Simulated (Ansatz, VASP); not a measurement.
V: VASP beside Ansatz

POSCAR

```
V
1.0
   -1.5748944904      1.5748944904      1.5748944904
    1.5748944904     -1.5748944904      1.5748944904
    1.5748944904      1.5748944904     -1.5748944904
V
1
Direct
    0.0000000000      0.0000000000      0.0000000000
```

INCAR.step1

```
SYSTEM = V
PREC = Accurate ; ENCUT = 520
ISMEAR = 0 ; SIGMA = 0.1
LREAL = .FALSE. ; LASPH = .TRUE.
NELM = 150 ; ISPIN = 2
MAGMOM = 2 ; LMAXMIX = 4
NBANDS = 16 ; GGA = PE
ALGO = Normal ; EDIFF = 1E-4
LWAVE = .TRUE. ; LCHARG = .FALSE.
```

The input INCAR.step2:

```
SYSTEM = V
PREC = Accurate ; ENCUT = 520
EDIFF = 1E-6 ; ISMEAR = 0
SIGMA = 0.1 ; LREAL = .FALSE.
LASPH = .TRUE. ; NELM = 150
ALGO = Normal ; ISIF = 2
LWAVE = .FALSE. ; LCHARG = .FALSE.
ISPIN = 2 ; MAGMOM = 2
LORBIT = 11 ; LMAXMIX = 4
METAGGA = R2SCAN ; LMIXTAU = .TRUE.
NBANDS = 16 ; ISTART = 1
```

Contents of KPOINTS:

```
Automatic mesh
0
G
  8 8 8
  0 0 0
```

Input for Ansatz:

```yaml
crystal:
  lattice:
    - [-1.5748944904, 1.5748944904, 1.5748944904]
    - [1.5748944904, -1.5748944904, 1.5748944904]
    - [1.5748944904, 1.5748944904, -1.5748944904]
  atoms:
    - { symbol: V, position: [0.0, 0.0, 0.0], spin: 2.0 }
basis:
  ecutwfc: 500
kpoints:
  mp_grid: { grid: [8, 8, 8] }
hamiltonian:
  xc: r2scan
scf:
  occupations: { method: gaussian, width: 0.1 }
  lower_state_search: "off"
output:
  forces: true
  stress: true
  eigenvalues: true
  populations: true
magnetization:
  spin_polarized: true
```

Alike in both runs: task single point; functional r2SCAN; k mesh 8 × 8 × 8; occupations gaussian, width 0.1 eV; collinear spin.

```csv
,VASP,Ansatz
version,VASP 6.6.1,Ansatz 0.2.0
potentials or method,"VASP PAW PBE potentials, release 64 (V_sv), cutoff 520 eV","scalar-relativistic, plane waves, PAW"
valence electrons in the cell,13,13
```

```csv
,VASP,Ansatz,Ansatz less VASP
gap on the k mesh at the Fermi level (eV),none,none,-
pressure (GPa),-21.0,-21.3,-0.33
net moment per atom (μB),0.65,0.65,-0.001
size of the moment on the site where the two differ most (μB),0.53,0.53,-0.004
```

VASP's potentials were made for PBE, not for r2SCAN. Site moments also hang on the region over which each program counts them. A gap of «none» marks a metal or a gap that the smearing closes. Ansatz's warnings: stability check not made.
